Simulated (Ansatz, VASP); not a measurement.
**One calculation of Ti, two programs**

The input INCAR:

```
SYSTEM = Ti
PREC = Accurate
ENCUT = 520
EDIFF = 1E-6
ISMEAR = -1
SIGMA = 0.1
LREAL = .FALSE.
LASPH = .TRUE.
NELM = 100
ALGO = Normal
ISIF = 2
LWAVE = .FALSE.
LCHARG = .FALSE.
GGA = PE
NBANDS = 12
```

File KPOINTS:

```
Automatic mesh
0
G
  22 22 22
  0 0 0
```

POSCAR

```
Ti
1.0
    0.0000000000      2.1111488264      2.1111488264
    2.1111488264      0.0000000000      2.1111488264
    2.1111488264      2.1111488264      0.0000000000
Ti
1
Direct
    0.0000000000      0.0000000000      0.0000000000
```

Input for Ansatz:

```yaml
crystal:
  lattice:
    - [0.0, 2.1111488264, 2.1111488264]
    - [2.1111488264, 0.0, 2.1111488264]
    - [2.1111488264, 2.1111488264, 0.0]
  atoms:
    - { symbol: Ti, position: [0.0, 0.0, 0.0] }
hamiltonian:
  xc: pbe
  pseudopotentials:
    kind: paw
    azcp:
      Ti: "pseudopotentials/Ti.paw.azcp"
basis:
  ecutwfc: 420
  fft_grid_basis: typed
kpoints:
  mp_grid: { grid: [22, 22, 22], shift: [0, 0, 0] }
magnetization:
  spin_polarized: false
scf:
  occupations: { method: fermi_dirac, width: 0.1 }
output:
  stress: true
```

Alike in both runs: task single point; functional PBE; k mesh 22 × 22 × 22; occupations fermi-dirac, width 0.1 eV; no spin polarisation.

```csv
,VASP,Ansatz
version,VASP 6.6.1,Ansatz 0.2.0
potentials or method,"VASP PAW PBE potentials, release 64 (Ti_sv), cutoff 520 eV","plane waves (420 eV) with PAW, scalar-relativistic"
valence electrons in the cell,12,12
```

```tsv
	VASP	Ansatz	Ansatz less VASP
pressure (GPa)	-7.3	-7.2	+0.16
```

The functional is the same, so the differences come from potentials, cutoffs and numerics.
